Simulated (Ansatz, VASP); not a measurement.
# One calculation of Pb, two programs

Contents of INCAR:

```
PREC = Accurate
ENCUT = 520
EDIFF = 1E-6
ISMEAR = 0
SIGMA = 0.1
LREAL = F
LASPH = T
NELM = 100
ALGO = Fast
ISIF = 2
LWAVE = F
LCHARG = F
GGA = PE
NBANDS = 21
```

File KPOINTS:

```
regular mesh
0
Gamma
  12 12 8
```

File POSCAR:

```
Pb
1.0
    3.5701327085     -0.0512952102     -0.0088392018
   -1.8294893094      3.0661788770      0.0088498413
   -0.0141986000      0.0082173000      5.5195101000
Pb
2
Direct
    0.3302023790      0.6697976210      0.2458281603
    0.6697976210      0.3302023790      0.7541718397
```

Input for Ansatz:

```yaml
crystal:
  lattice:
    - [3.5701327085, -0.0512952102, -0.0088392018]
    - [-1.8294893094, 3.066178877, 0.0088498413]
    - [-0.0141986, 0.0082173, 5.5195101]
  atoms:
    - { symbol: Pb, position: [0.330202379, 0.669797621, 0.2458281603] }
    - { symbol: Pb, position: [0.669797621, 0.330202379, 0.7541718397] }
basis:
  ecutwfc: 420
kpoints:
  mp_grid: { grid: [12, 12, 8] }
hamiltonian:
  xc: pbe
scf:
  occupations: { method: gaussian, width: 0.1 }
output:
  forces: true
  stress: true
  eigenvalues: true
```

Alike in both runs: task single point; functional PBE; k mesh 12 × 12 × 8; occupations gaussian, width 0.1 eV; no spin polarisation.

|  | VASP | Ansatz |
| --- | --- | --- |
| version | VASP 6.6.1 | Ansatz 0.2.0 |
| potentials or method | VASP PAW PBE potentials, release 64 (Pb_d), cutoff 520 eV | scalar-relativistic, plane waves, PAW |
| valence electrons in the cell | 28 | 28 |

Ansatz gave:

* gap on the k mesh at the Fermi level (eV): none
* pressure (GPa): 3.1
* traceless stress, the component that is largest in VASP (GPa): 1.78
* rms of the force components (eV/Å): 0.078

Problem. Estimate VASP's values.

Solution. gap on the k mesh at the Fermi level (eV): none; pressure (GPa): 3.1; traceless stress, the component that is largest in VASP (GPa): 1.78; rms of the force components (eV/Å): 0.079.

Atom by atom the forces differ by 0.000 eV/Å (rms over components). A gap of «none» marks a metal or a gap that the smearing closes. Ansatz's warnings: near symmetry operations not taken.

Spin-orbit coupling is off throughout.
